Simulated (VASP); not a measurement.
Write the native input for VASP 6.6.1 that does the following.

* Task: single point
* Functional: PBE
* Potentials or basis: VASP PAW PBE potentials, release 64 (Mg_sv, O)
* Cutoff: 840 eV
* k mesh: 8 × 8 × 8
* Occupations: fermi-dirac, width 0.001 eV
* Spin: no spin polarisation
* Dipole correction: no
* Further INCAR settings: ALGO = Normal; EDIFF = 1e-06; NBANDS = 15

The structure of MgO lies in POSCAR:

```
MgO
1.0
    0.0000000000      2.1056500000      2.1056500000
    2.1056500000      0.0000000000      2.1056500000
    2.1056500000      2.1056500000      0.0000000000
Mg O
1 1
Direct
    0.0000000000      0.0000000000      0.0000000000
    0.5000000000      0.5000000000      0.5000000000
```

The input as run:

INCAR

```
SYSTEM = MgO
PREC = Accurate
ENCUT = 840
EDIFF = 1E-6
ISMEAR = -1
SIGMA = 0.001
LREAL = .FALSE.
LASPH = .TRUE.
NELM = 120
ALGO = Normal
ISIF = 2
LWAVE = .FALSE.
LCHARG = .FALSE.
GGA = PE
NBANDS = 15
GGA_COMPAT = .FALSE.
```

KPOINTS

```
regular mesh
0
G
  8 8 8
  0 0 0
```

Potentials or basis: VASP PAW PBE potentials, release 64 (Mg_sv, O).

The run is started by

```sh
$ cat potpaw_PBE.64/Mg_sv/POTCAR potpaw_PBE.64/O/POTCAR > POTCAR
$ mpirun -np 1 vasp_std > vasp.out
```

It gave:

```
Pressure               : 4.9 GPa
Band gap on the k mesh : 4.75 eV
```

Caveat: the cell stands under pressure.

Wall time 30 s on 1 thread of Intel(R) Xeon(R) Platinum 8375C CPU @ 2.90GHz (Ice Lake) (shared host), peak memory 0.15 GiB.
